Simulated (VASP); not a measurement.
# K8Ta8HO23 (a cell with a defect) in VASP: single point with PBEsol

Aim: the single point of K8Ta8HO23 (a cell with a defect) with PBEsol.

Program: VASP 6.6.1. These are calculated values, not measurements. Logs are shortened: lines on timing, memory, paths and dates and some standing lists are left out, and cuts for length are marked.

**1. The cell of the first run**

The cell holds a defect, 40 atoms: a = 7.971 Å, b = 7.971 Å, c = 7.971 Å, α = 90.00°, β = 90.00°, γ = 90.00°.

**2. Single point, PBEsol, collinear spin**

Input file INCAR:

```
SYSTEM = K8Ta8HO23
ALGO = Normal
EDIFF = 1E-6
ENCUT = 520
GGA = PS
ISIF = 2
ISMEAR = -1
ISPIN = 2
ISYM = 0
LASPH = .True.
LCHARG = .False.
LMAXMIX = 4
LORBIT = 11
LREAL = Auto
LWAVE = .False.
MAGMOM = 0 0 0 0 0 0 0 0 0.667 0.667 0 0 0 0 0 0 0 0 0 0 0 0 0 0 0 0 0 0 0 0 0 0 0 0 0 0 0 0 0 0.667
NBANDS = 180
NELECT = 300.0
NELM = 150
PREC = Accurate
SIGMA = 0.05
```

Input file KPOINTS:

```
Automatic mesh
0
Gamma
  1 1 1
  0.25 0.25 0.25
```

Input file POSCAR:

```
K8Ta8HO23
1.0
    7.9708780000      0.0000000000      0.0000000000
    0.0000000000      7.9708780000      0.0000000000
    0.0000000000      0.0000000000      7.9708780000
K Ta O H
8 8 23 1
Direct
    0.0004270000      0.9996110000      0.9998460000
    0.9998990000      0.9991370000      0.5007780000
    0.0009360000      0.4997400000      0.9999390000
    0.0004650000      0.5002250000      0.4999480000
    0.5005470000      0.0001140000      0.9999360000
    0.5010090000      0.9996470000      0.4999170000
    0.5011370000      0.5002900000      0.0000540000
    0.5015840000      0.5007970000      0.4990530000
    0.2507240000      0.2499030000      0.2426040000
    0.2507580000      0.2499920000      0.7571960000
    0.2504030000      0.7508730000      0.2505270000
    0.2510790000      0.7490180000      0.7491070000
    0.7517330000      0.2498960000      0.2505930000
    0.7497280000      0.2499400000      0.7491920000
    0.7504950000      0.7499730000      0.2499270000
    0.7509740000      0.7498660000      0.7502760000
    0.2508750000      0.2498480000      0.9998840000
    0.2507720000      0.7500270000      0.9998290000
    0.2506590000      0.7498850000      0.4998760000
    0.7506050000      0.2499420000      0.9999060000
    0.7508840000      0.2501880000      0.4999190000
    0.7506660000      0.7501440000      0.9998340000
    0.7507850000      0.7498990000      0.4998580000
    0.0020900000      0.2497000000      0.2545390000
    0.0020730000      0.2496960000      0.7453780000
    0.0003390000      0.7501780000      0.2496980000
    0.0002470000      0.7495150000      0.7502850000
    0.4995210000      0.2503250000      0.2548180000
    0.4995050000      0.2503200000      0.7451150000
    0.5013250000      0.7504740000      0.2495660000
    0.5012120000      0.7498110000      0.7499560000
    0.2505200000      0.0013040000      0.2546300000
    0.2505020000      0.0012420000      0.7450160000
    0.2511880000      0.4987650000      0.2544300000
    0.2511580000      0.4986550000      0.7451410000
    0.7510020000      0.9995680000      0.2498340000
    0.7503700000      0.9994620000      0.7501270000
    0.7512560000      0.5005530000      0.2493330000
    0.7506250000      0.5004500000      0.7501180000
    0.2509240000      0.2500480000      0.4997840000
```

Potentials or basis: VASP PAW PBE potentials, release 64 (K_sv, Ta_pv, O, H).

Launch:

```bash
$ cat potpaw_PBE.64/K_sv/POTCAR potpaw_PBE.64/Ta_pv/POTCAR potpaw_PBE.64/O/POTCAR potpaw_PBE.64/H/POTCAR > POTCAR
$ mpirun -np 1 vasp_std > vasp.out
```

OUTCAR:

```text
SYSTEM = K8Ta8HO23
   EDIFF = 1E-6
   ENCUT = 520
   GGA = PS
   ISIF = 2
   ISMEAR = -1
   ISPIN = 2
   ISYM = 0
   LASPH = .True.
   LORBIT = 11
   LREAL = Auto
   NELECT = 300.0
   NELM = 150
   PREC = Accurate

 ion  position               nearest neighbor table
   1  0.000  1.000  1.000-  22 2.81  26 2.81  36 2.81  27 2.82  37 2.82  18 2.82  20 2.82  17 2.82
                            25 2.84  24 2.85  32 2.85  33 2.85   9 3.42  10 3.42  16 3.45  11 3.45
   2  1.000  0.999  0.501-  33 2.79  25 2.79  32 2.80  24 2.80  23 2.81  37 2.81  27 2.81  36 2.82
                            19 2.82  26 2.82  21 2.82  16 3.44  11 3.45  13 3.45  14 3.45  15 3.45
   3  0.001  0.500  1.000-  38 2.81  27 2.81  17 2.82  18 2.82  20 2.82  39 2.82  26 2.82  22 2.82
                            25 2.84  24 2.84  34 2.84  35 2.85   9 3.42  10 3.42  13 3.45  16 3.45
   4  0.000  0.500  0.500-  35 2.80  24 2.80  25 2.80  34 2.80  23 2.81  21 2.82  27 2.82  38 2.82
                            19 2.82  39 2.82  26 2.82  13 3.44  12 3.44  16 3.45  15 3.45  11 3.45
   5  0.501  0.000  1.000-  30 2.81  17 2.81  37 2.82  18 2.82  20 2.82  22 2.82  31 2.82  36 2.82
                            32 2.84  33 2.85  29 2.85  28 2.85   9 3.42  10 3.42  14 3.45  11 3.45
   6  0.501  1.000  0.500-  33 2.79  32 2.79  28 2.79  29 2.80  23 2.82  30 2.82  37 2.82  31 2.82
                            36 2.82  19 2.82  21 2.82  14 3.44  11 3.45  15 3.45  12 3.45  16 3.45
   7  0.501  0.500  0.000-  22 2.81  38 2.81  39 2.81  31 2.82  30 2.82  20 2.82  18 2.82  17 2.82
                            34 2.84  28 2.84  35 2.85  29 2.85   9 3.42  10 3.42  15 3.45  16 3.45
   8  0.502  0.501  0.499-  28 2.79  34 2.79  35 2.80  29 2.80  23 2.81  30 2.81  38 2.81  21 2.82
                            31 2.82  19 2.82  39 2.82  15 3.44  12 3.45  14 3.45  13 3.45  16 3.45
   9  0.251  0.250  0.243-  17 1.93  32 1.98  24 1.98  28 1.99  34 1.99  40 2.05   5 3.42   3 3.42
[... 36 lines left out ...]
  38  0.751  0.501  0.249-  15 1.99  13 2.00   3 2.81   8 2.81   7 2.81   4 2.82
  39  0.751  0.500  0.750-  16 1.99  14 2.00   7 2.81   4 2.82   8 2.82   3 2.82
  40  0.251  0.250  0.500-   9 2.05  10 2.05

IMPORTANT INFORMATION: All symmetrisations will be switched off!
NOSYMM: (Re-)initialisation of all symmetry stuff for point group C_1.

----------------------------------------------------------------------------------------

                                     Primitive cell

  volume of cell :     506.4289

  direct lattice vectors                    reciprocal lattice vectors
     7.970878000  0.000000000  0.000000000     0.125456694  0.000000000  0.000000000
     0.000000000  7.970878000  0.000000000     0.000000000  0.125456694  0.000000000
     0.000000000  0.000000000  7.970878000     0.000000000  0.000000000  0.125456694

  length of vectors
     7.970878000  7.970878000  7.970878000     0.125456694  0.125456694  0.125456694

  position of ions in fractional coordinates (direct lattice)
[... 184 lines left out ...]
 cond. band min:       4.6920745321   @ k =  -0.2500  -0.2500   0.2500
 fundamental gap:      0.1004671406
 Fermi energy:         4.6232883535

 spin component 1

 k-point     1 :       0.2500    0.2500    0.2500
  band No.  band energies     occupation
      1     -32.3163      1.00000
      2     -32.2999      1.00000
      3     -32.2996      1.00000
      4     -32.2968      1.00000
      5     -32.2966      1.00000
      6     -32.2499      1.00000
[... 649 lines left out ...]
    161       6.4921      0.00000
    162       6.4962      0.00000
 Fermi energy:         4.6232883535

 spin component 2

 k-point     1 :       0.2500    0.2500    0.2500
  band No.  band energies     occupation
      1     -32.2863      1.00000
      2     -32.2678      1.00000
      3     -32.2678      1.00000
      4     -32.2648      1.00000
      5     -32.2647      1.00000
      6     -32.2198      1.00000
[... 649 lines left out ...]
    161       6.5684      0.00000
    162       6.5872      0.00000
 [bands above 162 left out]

------------------------ aborting loop because EDIFF is reached ----------------------------------------

  FORCE on cell =-STRESS in cart. coord.  units (eV):
  Direction    XX          YY          ZZ          XY          YZ          ZX
  --------------------------------------------------------------------------------------
  -------------------------------------------------------------------------------------
  Total       12.0525616     12.0262734     14.3817851      0.0091794     -0.0037364      0.0082290
  in kB       38.1304082     38.0472410     45.4993185      0.0290406     -0.0118208      0.0260340
  external PRESSURE =      40.5589893 kB  Pullay stress =       0.0000000 kB

 VOLUME and BASIS-vectors are now :
 -----------------------------------------------------------------------------
  energy-cutoff  :      520.00
  volume of cell :      506.43
      direct lattice vectors                 reciprocal lattice vectors
     7.970878000  0.000000000  0.000000000     0.125456694  0.000000000  0.000000000
     0.000000000  7.970878000  0.000000000     0.000000000  0.125456694  0.000000000
     0.000000000  0.000000000  7.970878000     0.000000000  0.000000000  0.125456694

 POSITION                                       TOTAL-FORCE (eV/Angst)
 -----------------------------------------------------------------------------------
      0.00340      7.96778      7.96965        -0.019405     -0.024723     -0.019057
      7.97007      7.96400      3.99164        -0.014549     -0.015686     -0.005884
      0.00746      3.98337      7.97039        -0.036061      0.036963     -0.002024
      0.00371      3.98723      3.98502        -0.025204      0.030495     -0.000722
      3.98980      0.00091      7.97037         0.040345     -0.034335     -0.000434
      3.99348      7.96806      3.98478         0.029846     -0.028578     -0.000579
[... 32 lines left out ...]
      5.98314      3.98903      5.97910        -0.004475     -0.088700      0.007278
      2.00008      1.99310      3.98372        -0.003913     -0.000213      0.005856
 -----------------------------------------------------------------------------------
    total drift:                               -0.013412      0.003136      0.000317

  FREE ENERGIE OF THE ION-ELECTRON SYSTEM (eV)
  ---------------------------------------------------
  free  energy   TOTEN  =      -332.1524213844 eV

  energy  without entropy=     -332.0305567278  energy(sigma->0) =     -332.09148906

 total charge

# of ion       s       p       d       tot
------------------------------------------
    1        1.961   5.587   0.053   7.600
    2        1.961   5.588   0.053   7.602
    3        1.961   5.587   0.052   7.600
    4        1.961   5.588   0.053   7.602
    5        1.961   5.587   0.052   7.600
    6        1.961   5.588   0.053   7.602
[... 32 lines left out ...]
   39        1.558   3.508   0.000   5.066
   40        0.558   0.004   0.000   0.562
--------------------------------------------------
tot         54.848 176.090  17.745 248.683

 magnetization (x)

# of ion       s       p       d       tot
------------------------------------------
    1        0.000  -0.000   0.002   0.002
    2        0.000   0.000   0.001   0.002
    3        0.000  -0.000   0.002   0.002
    4        0.000   0.000   0.001   0.002
    5        0.000  -0.000   0.002   0.002
    6        0.000   0.000   0.001   0.002
[... 32 lines left out ...]
   39       -0.000  -0.002   0.000  -0.003
   40       -0.004   0.001   0.000  -0.003
--------------------------------------------------
tot          0.003  -0.034   1.326   1.295
```

OSZICAR:

```text
N       E                     dE             d eps       ncg     rms          rms(c)
DAV:   1     0.296353201273E+04    0.29635E+04   -0.16306E+05  2880   0.168E+03
DAV:   2    -0.101115368450E+03   -0.30646E+04   -0.29579E+04  3384   0.493E+02
DAV:   3    -0.381120028743E+03   -0.28000E+03   -0.27759E+03  3456   0.143E+02
DAV:   4    -0.389169359765E+03   -0.80493E+01   -0.80002E+01  3720   0.247E+01
DAV:   5    -0.389584666521E+03   -0.41531E+00   -0.41459E+00  4872   0.427E+00    0.998E+01
DAV:   6    -0.334050131887E+03    0.55535E+02   -0.28814E+02  3304   0.437E+01    0.417E+01
DAV:   7    -0.332617340922E+03    0.14328E+01   -0.18919E+01  3448   0.111E+01    0.248E+01
DAV:   8    -0.332204363974E+03    0.41298E+00   -0.25221E+00  3624   0.508E+00    0.351E+00
DAV:   9    -0.332160955881E+03    0.43408E-01   -0.46245E-01  3456   0.176E+00    0.143E+00
DAV:  10    -0.332150106243E+03    0.10850E-01   -0.87248E-02  3656   0.898E-01    0.865E-01
DAV:  11    -0.332152144451E+03   -0.20382E-02   -0.16408E-02  3896   0.345E-01    0.320E-01
DAV:  12    -0.332152311382E+03   -0.16693E-03   -0.17902E-03  3800   0.119E-01    0.109E-01
DAV:  13    -0.332152363807E+03   -0.52425E-04   -0.31696E-04  4024   0.518E-02    0.590E-02
DAV:  14    -0.332152407908E+03   -0.44101E-04   -0.70423E-05  3680   0.299E-02    0.207E-02
DAV:  15    -0.332152419971E+03   -0.12063E-04   -0.23968E-05  3344   0.140E-02    0.866E-03
DAV:  16    -0.332152420983E+03   -0.10121E-05   -0.40973E-06  2792   0.534E-03    0.492E-03
DAV:  17    -0.332152421384E+03   -0.40170E-06   -0.99839E-07  1816   0.317E-03
   1 F= -.33215242E+03 E0= -.33209149E+03  d E =-.121865E+00  mag=     1.7359
```

It took 36 min on 1 thread of Oxide Virtual Turin-like, shared host; peak memory 0.92 GiB.

Results:

```
Free energy                                           : -332.1524 eV
Largest force                                         : 0.188 eV/Å
Net moment                                            : 1.74 μB per cell
Site moments                                          : K +0.00; Ta +0.32, +0.15, +0.04 (each value once); O -0.02, -0.01, +0.01, -0.00 (each value once); H -0.00 μB
Valence electrons inside the program's atomic spheres : K 7.60; Ta 8.90, 8.84, 8.85 (each value once); O 5.08, 5.06, 5.07 (each value once); H 0.56
```

Forces in eV/Å, atoms in the order of the input:
```
K   -0.019 -0.025 -0.019
K   -0.015 -0.016 -0.006
K   -0.036  0.037 -0.002
K   -0.025  0.030 -0.001
K    0.040 -0.034  0.000
K    0.030 -0.029 -0.001
K    0.019  0.023  0.015
K    0.019  0.016  0.007
Ta   0.131  0.122  0.058
Ta  -0.115 -0.118 -0.060
Ta   0.012 -0.162  0.005
Ta  -0.009  0.166  0.000
Ta  -0.175 -0.001  0.006
Ta   0.176  0.009 -0.004
Ta   0.021  0.008  0.003
Ta  -0.011 -0.003 -0.024
O   -0.001  0.003 -0.002
O    0.001  0.000  0.003
O    0.002  0.002 -0.006
O    0.002 -0.002  0.001
O   -0.001 -0.004 -0.004
O    0.002 -0.003  0.014
O    0.000  0.001  0.007
O    0.089  0.007  0.011
O    0.046  0.025 -0.013
O    0.074  0.002 -0.007
O    0.088  0.003 -0.004
O   -0.054 -0.026  0.003
O   -0.096 -0.008 -0.012
O   -0.098 -0.003  0.004
O   -0.078 -0.003  0.008
O    0.004  0.087  0.012
O    0.027  0.055 -0.005
O   -0.030 -0.062  0.010
O   -0.007 -0.091 -0.009
O    0.001  0.085 -0.007
O    0.000  0.083 -0.001
O   -0.005 -0.086  0.008
O   -0.004 -0.089  0.007
H   -0.004  0.000  0.006
```

Caveat: the cell carries a net charge on a neutralising background, which shifts energy and pressure; the cell is charged against a uniform background, so pressure and absolute levels hang on convention; a moment this small can come from the mesh or the smearing; the PAW data sets were made with another functional, which shifts forces and pressure a little; spin-orbit coupling is left out, which moves the levels of the heavy elements.
